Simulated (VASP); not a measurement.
Cd3Fe:

```
CELL_PARAMETERS angstrom
0.00000 3.36205 3.36205
3.36205 0.00000 3.36205
3.36205 3.36205 0.00000
ATOMIC_POSITIONS crystal
Cd 0.25000 0.25000 0.25000
Cd 0.75000 0.75000 0.75000
Cd 0.50000 0.50000 0.50000
Fe 0.00000 0.00000 0.00000
```

Program: VASP 6.6.1. Alike in all runs: task single point; potentials or basis VASP PAW PBE potentials, release 64 (Cd, Fe); cell as given; k mesh 12 × 12 × 12; cutoff (eV) 520; smearing gaussian 0.1 eV.

Task: Order these runs on this cell by their pressure, lowest first.
A. level PBE; spin collinear, ferromagnetic start
B. level r2SCAN; spin off
C. level PBE; spin off

Result: B (-6.3 GPa), C (-3.2 GPa), A (0.4 GPa).

Caveats: the cell stands under tension (at least some runs); the PAW data sets were made with another functional, which shifts forces and pressure a little (at least some runs).
